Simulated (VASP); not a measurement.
La: density of states with LDA

The system is La.

```
La
1.0
     0.00000    3.16713    3.16713
     3.16713    0.00000    3.16713
     3.16713    3.16713    0.00000
La
2
Direct
  0.87500 0.87500 0.87500
  0.12500 0.12500 0.12500
```

This cell differs from its parent crystal: volume scaled by 0.92.

```
Program                 : VASP 6.6.1
Task                    : density of states
Functional              : LDA
Potentials or basis     : VASP PAW LDA potentials, release 64 (La)
Cutoff                  : 520 eV
k mesh                  : 11 × 11 × 11
Occupations             : fermi-dirac, width 0.05 eV
Spin                    : no spin polarisation
Dipole correction       : no
k mesh for the DOS      : 17 × 17 × 17
Occupations for the DOS : tetrahedron
Further INCAR settings  : ALGO = Normal; EDIFF = 1e-06; NBANDS = 18
```

* Valence electrons inside the program's atomic spheres: La 9.28

Levels at points of the mesh, in eV from the Fermi level:
```csv
k point,band 7,band 8,band 9,band 10,band 11,band 12,band 13,band 14,band 15,band 16
"(0.00, 0.00, 0.00)",-15.05,-15.05,-2.26,-0.85,-0.85,1.01,1.01,1.01,1.79,1.79
```

It took 3.6 min on 1 thread of Intel(R) Xeon(R) Platinum 8124M CPU @ 3.00GHz (Skylake/Cascade Lake) (shared host), peak memory 0.32 GiB.

Caveat: spin-orbit coupling is left out, which moves the levels of the heavy elements.
